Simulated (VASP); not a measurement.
Here is a VASP 6.6.1 calculation.

Contents of INCAR:

```
SYSTEM = SmBiH3
PREC     = Accurate       ! precision mode
ENCUT    = 500            ! plane-wave cutoff, eV
EDIFF    = 1E-7           ! SCF threshold, eV
ISMEAR   = 0              ! smearing method
SIGMA    = 0.1            ! smearing width, eV
LREAL    = .False.        ! projectors in reciprocal space
LASPH    = .True.         ! aspherical terms in the spheres
NELM     = 200            ! most SCF steps
ALGO     = Normal         ! electronic algorithm
ISIF     = 3              ! what is computed and relaxed
LWAVE    = .False.        ! write WAVECAR
LCHARG   = .False.        ! write CHGCAR
GGA      = PE             ! functional
IBRION   = 2              ! ionic algorithm
NSW      = 90             ! ionic steps
EDIFFG   = -0.04          ! ionic threshold
GGA_COMPAT= .False.      
NELMIN   = 4            
LMAXMIX  = 6              ! l up to which the mixer works
```

Contents of KPOINTS:

```
regular mesh
0
Gamma
  4 4 4
  0 0 0
```

Contents of POSCAR:

```
SmBiH3
1.0
    4.3070829800      0.0000000000      0.0000000000
    0.0000000000      4.3070829800      0.0000000000
    0.0000000000      0.0000000000      4.2325738100
Sm Bi H
1 1 3
Direct
    0.5000000000      0.5000000000      0.0000000000
    0.0000000000      0.0000000000      0.0000000000
    0.5000000000      0.0000000000      0.5000000000
    0.0000000000      0.5000000000      0.5000000000
    0.5000000000      0.5000000000      0.5000000000
```

Potentials or basis: VASP PAW PBE potentials, release 64 (Sm_3, Bi_d, H), 4f in core.

The run is started by

```bash
$ cat potpaw_PBE.64/Sm_3/POTCAR potpaw_PBE.64/Bi_d/POTCAR potpaw_PBE.64/H/POTCAR > POTCAR
$ mpirun -np 1 vasp_std > vasp.out
```

Task: What does it give for the relaxed cell?

Result: a = 4.542 Å, b = 4.542 Å, c = 3.934 Å, α = 90.00°, β = 90.00°, γ = 90.00°.

Task: What does it give for the space group after relaxing (to 0.1 Å)?

Result: P4/mmm (No. 123).

Task: Predict the relaxed volume.

Result: 16.23 Å³/atom.

The path:
| step | energy change (eV) | largest force (eV/Å) | pressure (GPa) | volume (Å³) |
| --- | --- | --- | --- | --- |
| 1 | 0.0000 | 0.0000 | 1.72 | 78.52 |
| 2 | -0.2742 | 0.0000 | 0.24 | 80.34 |
| 3 | -0.3791 | 0.0000 | -0.49 | 81.92 |
| 4 | -0.3796 | 0.0000 | -0.46 | 81.81 |
| 5 | -0.3806 | 0.0000 | -0.02 | 81.15 |

Caveat: the k points lie up to 0.40 Å⁻¹ apart in the final cell, too coarse for converged energies and pressures of a metal; spin-orbit coupling is left out, which moves the levels of the heavy elements; the 4f electrons are frozen in the core, so they carry no moment and show no levels. Spin polarisation is off, so any magnetic state and its effect on volume and gap are missing.
